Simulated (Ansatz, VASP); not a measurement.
One calculation of CrO2, two programs

```
Cr O
1.0
     4.42100    0.00000    0.00000
     0.00000    4.42100    0.00000
     0.00000    0.00000    2.91700
Cr O
2 4
Direct
  0.00000 0.00000 0.00000
  0.50000 0.50000 0.50000
  0.30100 0.30100 0.00000
  0.19900 0.80100 0.50000
  0.69900 0.69900 0.00000
  0.80100 0.19900 0.50000
```

Alike in both runs: task electric field gradients; functional PBE; k mesh 5 × 5 × 7; occupations fermi-dirac, width 0.02 eV; collinear spin.

|  | VASP | Ansatz |
| --- | --- | --- |
| version | VASP 6.6.1 | Ansatz 0.2.0 |
| potentials or method | VASP PAW PBE potentials, release 64 (Cr_pv, O) | plane-wave PAW, scalar-relativistic |
| plane-wave cutoff (eV) | 520 | 420 |
| valence electrons in the cell | 48 | 52 |

VASP gave:

- pressure (GPa): 3.1
- traceless stress, the component that is largest in VASP (GPa): -0.56
- rms of the force components (eV/Å): 0.127
- net moment per atom (μB): 0.67
- size of the moment on the site where the two differ most (μB): 2.10
- size of Vzz on the site where it differs most (V/Å²): 39.5

Problem. Estimate Ansatz's values.

Solution. Pressure (GPa): 2.4; traceless stress, the component that is largest in VASP (GPa): -0.70; rms of the force components (eV/Å): 0.134; net moment per atom (μB): 0.67; size of the moment on the site where the two differ most (μB): 1.72; size of Vzz on the site where it differs most (V/Å²): 44.0.

Site moments also hang on the region over which each program counts them. Atom by atom the forces differ by 0.007 eV/Å (rms over components). VASP's potentials hold 48 valence electrons a cell and Ansatz's 52, so a difference there can come from the potentials and not from the codes.
